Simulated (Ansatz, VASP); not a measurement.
TiAl3 in VASP and in Ansatz

```
Ti Al
1.0
     4.06680    0.00000    0.00000
     0.00000    4.06680    0.00000
     0.00000    0.00000    3.94834
Ti Al
1 3
Cartesian
  0.0000 0.0000 0.0000
  2.0334 2.0334 0.0000
  2.0334 0.0000 1.9742
  0.0000 2.0334 1.9742
```

Change from the starting cell: strain +0.030 along x and y, +0.000 along z, atoms carried along.

Alike in both runs: task single point; functional PBEsol; k mesh 12 × 12 × 12; occupations gaussian, width 0.15 eV; no spin polarisation.

|  | VASP | Ansatz |
| --- | --- | --- |
| version | VASP 6.6.1 | Ansatz 0.2.0 |
| potentials or method | VASP PAW PBE potentials, release 64 (Ti_sv, Al), cutoff 520 eV | scalar-relativistic, plane waves, PAW |
| valence electrons in the cell | 21 | 21 |

VASP gave:

| Quantity | Value |
| --- | --- |
| gap on the k mesh at the Fermi level (eV) | none |
| pressure (GPa) | -5.7 |
| traceless stress, the component that is largest in VASP (GPa) | 2.10 |

Task: Estimate Ansatz's values.

Result: gap on the k mesh at the Fermi level (eV): none; pressure (GPa): -5.8; traceless stress, the component that is largest in VASP (GPa): 2.09.

VASP's potentials were made for PBE, not for PBEsol. A gap of «none» marks a metal or a gap that the smearing closes.
